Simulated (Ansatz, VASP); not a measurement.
**One calculation of Be, two programs**

The input INCAR:

```
PREC     = Accurate       # precision mode
ENCUT    = 520            # plane-wave cutoff, eV
EDIFF    = 1E-6           # SCF threshold, eV
ISMEAR   = -1             # smearing method
SIGMA    = 0.05           # smearing width, eV
LREAL    = False          # projectors in reciprocal space
LASPH    = True           # aspherical terms in the spheres
NELM     = 80             # most SCF steps
ALGO     = Fast           # electronic algorithm
ISIF     = 2              # what is computed and relaxed
LWAVE    = False          # write WAVECAR
LCHARG   = False          # write CHGCAR
GGA      = CA             # functional
NBANDS   = 7              # bands
```

File KPOINTS:

```
regular mesh
0
Gamma
  8 8 8
```

File POSCAR:

```
Be
1.0
   -1.2531209513      1.2531209513      1.2531209513
    1.2531209513     -1.2531209513      1.2531209513
    1.2531209513      1.2531209513     -1.2531209513
Be
1
Direct
    0.0000000000      0.0000000000      0.0000000000
```

input.yaml

```yaml
crystal:
  lattice:
    - [-1.2531209513, 1.2531209513, 1.2531209513]
    - [1.2531209513, -1.2531209513, 1.2531209513]
    - [1.2531209513, 1.2531209513, -1.2531209513]
  atoms:
    - { symbol: Be, position: [0.0, 0.0, 0.0] }
hamiltonian:
  xc: lda
  pseudopotentials: { kind: paw }
kpoints:
  mp_grid: { grid: [8, 8, 8] }
  band_path:
    path:
      - [[0.0, 0.0, 0.0], [0.5, -0.5, 0.5], [0.0, 0.0, 0.5], [0.0, 0.0, 0.0], [0.25, 0.25, 0.25], [0.5, -0.5, 0.5]]
      - [[0.25, 0.25, 0.25], [0.0, 0.0, 0.5]]
    npoints: 14
scf:
  occupations: { method: fermi_dirac, width: 0.05 }
  n_extra_bands: 6
output:
  forces: true
  stress: true
  eigenvalues: true
  fatbands: true
```

Alike in both runs: functional LDA; k mesh 8 × 8 × 8; occupations fermi-dirac, width 0.05 eV; no spin polarisation.

|  | VASP | Ansatz |
| --- | --- | --- |
| version | VASP 6.6.1 | Ansatz 0.2.0 |
| potentials or method | VASP PAW LDA potentials, release 64 (Be) | Ansatz PAW |
| plane-wave cutoff (eV) | 520 | 420 |
| valence electrons in the cell | 2 | 2 |
| task | single point | band structure |

```csv
,VASP,Ansatz,Ansatz less VASP
gap on the k mesh at the Fermi level (eV),none,none,-
pressure (GPa),-6.0,-6.4,-0.40
```

LDA's correlation is that of Perdew and Zunger in VASP and of Perdew and Wang (1992) in Ansatz. A gap of «none» marks a metal or a gap that the smearing closes.

The k mesh is coarse, so the values compare programs but aren't converged.
